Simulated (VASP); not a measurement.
**KF: electric field gradients with PBEsol**

KF:

```
K F
1.0
     0.00000    2.67185    2.67185
     2.67185    0.00000    2.67185
     2.67185    2.67185    0.00000
K F
1 1
Direct
  0.95500 0.95500 0.04500
  0.54500 0.54500 0.45500
```

This cell differs from its parent crystal: shortest bond scaled by 0.82.

- Program: VASP 6.6.1
- Task: electric field gradients
- Functional: PBEsol
- Potentials or basis: VASP PAW PBE potentials, release 64 (K_sv, F)
- Cutoff: 520 eV
- k mesh: 8 × 8 × 8
- Occupations: fermi-dirac, width 0.03 eV
- Spin: no spin polarisation
- Dipole correction: no
- Further INCAR settings: ALGO = Normal; EDIFF = 1e-08; NBANDS = 15

* Pressure: 3.8 GPa
* Largest force: 1.663 eV/Å
* Band gap on the k mesh: 5.95 eV (least direct gap 6.02 eV)
* Largest electric field gradient by atom: K -28.3; F -18.3 V/Å²

Forces on the atoms (eV/Å):
```
K    0.000  0.000  1.663
F    0.000  0.000 -1.663
```

Stress tensor (GPa, compression positive):
```
-0.95  0.00  0.00
 0.00 -0.95  0.00
 0.00  0.00 13.30
```

Levels at points of the mesh, in eV from the valence-band top:
```
           k point  band 5  band 6  band 7  band 8  band 9  band 10  band 11  band 12
(0.00, 0.00, 0.00)   -9.15   -0.24   -0.24   -0.07    5.95    10.74    11.08    11.08
(0.50, 0.00, 0.00)   -9.21   -0.86   -0.44   -0.29    8.90    10.17    12.07    12.20
(0.50, 0.50, 0.00)   -9.40   -0.15   -0.15   -0.04    8.12     9.52    11.55    13.74
(0.00, 0.50, 0.50)   -9.36   -0.40   -0.31   -0.01    8.69     9.89    11.69    13.83
```

Electric field gradients, principal values (V/Å²):
```tsv
atom	least	middle	greatest (by size)
1 K	14.133	14.134	-28.268
2 F	9.157	9.161	-18.318
```

Run time: 52 s on 1 thread of Intel(R) Xeon(R) Platinum 8175M CPU @ 2.50GHz (Skylake/Cascade Lake), on a shared host, peak memory 0.17 GiB.

Caveat: the cell differs from its parent crystal (shortest bond scaled by 0.82); the cell stands under pressure; without QUAD_EFG the Cq values of the log hold for a quadrupole moment of 1 mb, not for the nuclei; the PAW data sets were made with another functional, which shifts forces and pressure a little. A k mesh can miss the band edges.
